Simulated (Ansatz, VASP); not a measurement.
This is a calculation of TePb for VASP 6.6.1.

File INCAR:

```
ALGO = Normal
EDIFF = 1E-6
EDIFFG = -0.01
ENCUT = 600
GGA = RP
IBRION = 2
ISIF = 3
ISMEAR = -1
IVDW = 13
LASPH = True
LCHARG = False
LREAL = False
LWAVE = False
NELM = 80
NSW = 80
PREC = Accurate
SIGMA = 0.05
```

File KPOINTS:

```
k-points
0
Gamma
  7 7 7
```

Contents of POSCAR:

```
TePb
1.0
    0.0000000000      3.2310000000      3.2310000000
    3.2310000000      0.0000000000      3.2310000000
    3.2310000000      3.2310000000      0.0000000000
Pb Te
1 1
Direct
    0.0000000000      0.0000000000      0.0000000000
    0.5000000000      0.5000000000      0.5000000000
```

Potentials or basis: VASP PAW PBE potentials, release 64 (Pb_d, Te).

Launch:

```sh
$ cat potpaw_PBE.64/Pb_d/POTCAR potpaw_PBE.64/Te/POTCAR > POTCAR
$ mpirun -np 1 vasp_std > vasp.out
```

Problem. Set up the same calculation for Ansatz 0.2.0. Potentials there: all-electron LAPW, scalar-relativistic.

Solution. As run (the cutoff follows the program's own potentials):

File input.yaml:

```yaml
crystal:
  lattice:
    - [0.0, 3.231, 3.231]
    - [3.231, 0.0, 3.231]
    - [3.231, 3.231, 0.0]
  atoms:
    - { symbol: Pb, position: [0.0, 0.0, 0.0] }
    - { symbol: Te, position: [0.5, 0.5, 0.5] }
kpoints:
  mp_grid: { grid: [7, 7, 7] }
scf:
  occupations: { method: fermi_dirac, width: 0.05 }
hamiltonian:
  xc: rpbe
  dispersion: d4
  pseudopotentials: { kind: all_electron, lapw: { basis_error: 0.001 } }
output:
  forces: true
  stress: true
relax:
  f_tol: 0.01
  max_steps: 60
  cell: {}
```

Potentials or basis: all-electron LAPW, scalar-relativistic.

Launch:

```bash
$ ansatz run input.yaml --threads 1 --pin off --max-ram 3072MiB --backend cpu --events-out ev --progress --plain --runs-dir out
```

Both were run:

|  | VASP | Ansatz | Ansatz less VASP |
| --- | --- | --- | --- |
| relaxed volume (Å³/atom) | 33.66 | 33.73 | +0.066 |
| relaxed cell length with the largest relative difference (Å) | 4.566 | 4.569 | +0.0030 |

VASP's potentials were made for PBE, not for RPBE. Ansatz ran all-electron here, and VASP with PAW potentials.

Neither program's run includes spin-orbit coupling.
